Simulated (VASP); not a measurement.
Set up this calculation in VASP 6.6.1, as the native input.

| Item | Value |
| --- | --- |
| Task | electric field gradients |
| Functional | PBE |
| Potentials or basis | VASP PAW PBE potentials, release 64 (Zr_sv, B) |
| Cutoff | 520 eV |
| k mesh | 17 × 17 × 13 |
| Occupations | fermi-dirac, width 0.05 eV |
| Spin | non-collinear spin, zero start, spin-orbit coupling |
| Starting moments | [[0.0, 0.0, 0.0], [0.0, 0.0, 0.0], [0.0, 0.0, 0.0]] μB |
| Dipole correction | no |
| Further INCAR settings | ALGO = Normal; EDIFF = 1e-08; NBANDS = 31 |

The structure of ZrB2 lies in POSCAR:

```
ZrB2
1.0
    3.1700000000      0.0000000000      0.0000000000
   -1.5850000000      2.7453005300      0.0000000000
    0.0000000000      0.0000000000      3.5330000000
Zr B
1 2
Direct
    0.0000000000      0.0000000000      0.0000000000
    0.3333333333      0.6666666667      0.5000000000
    0.6666666667      0.3333333333      0.5000000000
```

These files were run (other wordings do the same):

INCAR

```
  PREC = Accurate
  ENCUT = 520
  EDIFF = 1E-8
  ISMEAR = -1
  SIGMA = 0.05
  LREAL = False
  LASPH = True
  NELM = 150
  ALGO = Normal
  ISIF = 2
  LWAVE = False
  LCHARG = False
  LNONCOLLINEAR = True
  MAGMOM = 0 0 0 0 0 0 0 0 0
  LORBIT = 11
  LSORBIT = True
  GGA_COMPAT = False
  LORBMOM = True
  LMAXMIX = 4
  GGA = PE
  LEFG = True
  NBANDS = 31
```

KPOINTS

```
regular mesh
0
Gamma
  17 17 13
```

Potentials or basis: VASP PAW PBE potentials, release 64 (Zr_sv, B).

The run is started by

```console
$ cat potpaw_PBE.64/Zr_sv/POTCAR potpaw_PBE.64/B/POTCAR > POTCAR
$ mpirun -np 1 vasp_ncl > vasp.out
```

It gave:

- Pressure: 0.9 GPa
- Net moment: 0.00 μB per cell
- Largest electric field gradient by atom: Zr +41.8; B +1.8 V/Å²
- Valence electrons inside the program's atomic spheres: Zr 9.97; B 1.91

Caveat: without QUAD_EFG the Cq values of the log hold for a quadrupole moment of 1 mb, not for the nuclei.

Wall time 3.2 min on 1 thread of Intel(R) Xeon(R) 6975P-C (Granite Rapids), on a shared host, peak memory 0.43 GiB.
